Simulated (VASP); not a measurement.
Runs of VASP 6.6.1 on Ru. The structure is that of space group P6/mmm (No. 191), or close to it. The cells are those of the table. This isn't the form of Ru at room conditions, which is hcp.

```csv
task,spin,cell,k mesh,cutoff (eV),smearing,gap on the mesh (eV),pressure (GPa),moment (μB)
single point,"collinear, ferromagnetic start","a = 4.211, b = 4.211, c = 2.646 Å, angles 90.0, 90.0, 120.0°, 3 atoms",11 × 11 × 15,520,fermi-dirac 0.05 eV,none,13.3,0.00
relaxation of cell and atoms,off,"relaxed from a = 4.247, b = 4.247, c = 2.603 Å, angles 90.0, 90.0, 120.0°, 3 atoms",9 × 9 × 12,600,fermi-dirac 0.1 eV,none,0.0,-
single point,"collinear, ferromagnetic start","a = 4.152, b = 4.152, c = 2.608 Å, angles 90.0, 90.0, 120.0°, 3 atoms",11 × 11 × 15,520,fermi-dirac 0.05 eV,none,30.0,0.00
single point,"collinear, ferromagnetic start","a = 4.325, b = 4.325, c = 2.717 Å, angles 90.0, 90.0, 120.0°, 3 atoms",10 × 10 × 13,520,fermi-dirac 0.05 eV,none,-10.6,0.00
single point,"collinear, ferromagnetic start","a = 4.091, b = 4.091, c = 2.570 Å, angles 90.0, 90.0, 120.0°, 3 atoms",11 × 11 × 15,520,fermi-dirac 0.05 eV,none,(a),0.00
```

Alike in all rows: level PBE; potentials or basis VASP PAW PBE potentials, release 64 (Ru_pv).

Q: Estimate the missing entries.

A: (a) 51.2.

Caveats: the cell stands under pressure (at least some runs); an empty level that is flat over the whole mesh can mark a ghost state of the potentials, or a narrow d or f band (at least some runs); the cell stands under tension (at least some runs).

A k mesh can miss the band edges, and the runs leave out spin-orbit coupling on Ru.

A gap of «none» marks levels without a gap at the run's occupations.
